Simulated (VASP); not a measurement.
Ni: single point with PBE

Crystal: Ni.

```
Ni
1.0
     0.00000    1.65694    1.65694
     1.65694    0.00000    1.65694
     1.65694    1.65694    0.00000
Ni
1
Direct
  0.00000 0.00000 0.00000
```

This cell differs from its parent crystal: volume scaled by 0.84.

```
Program             : VASP 6.6.1
Task                : single point
Functional          : PBE
Potentials or basis : VASP PAW PBE potentials, release 64 (Ni)
Cutoff              : 520 eV
k mesh              : 21 × 21 × 21
Occupations         : fermi-dirac, width 0.05 eV
Spin                : no spin polarisation
```

```yaml
Pressure: 53.2 GPa
Band_gap_on_the_k_mesh: zero (band 5 reaches 12.23 eV, above the bottom of band 6 at 10.97 eV)
```

Levels at points of the mesh, in eV from the Fermi level:
```csv
k point,band 2,band 3,band 4,band 5,band 6,band 7,band 8,band 9
"(0.00, 0.00, 0.00)",-2.42,-2.42,-2.42,-0.98,-0.98,25.30,30.65,30.65
```

Run time: 63 s on 1 thread of AMD EPYC 7R43 64-Core Processor (Zen 3), with other jobs on the host, peak memory 0.1 GiB.

Caveat: the run has no spin polarisation, though such a crystal can be magnetic. Spin polarisation is off, so any magnetic state and its effect on volume and gap are missing.
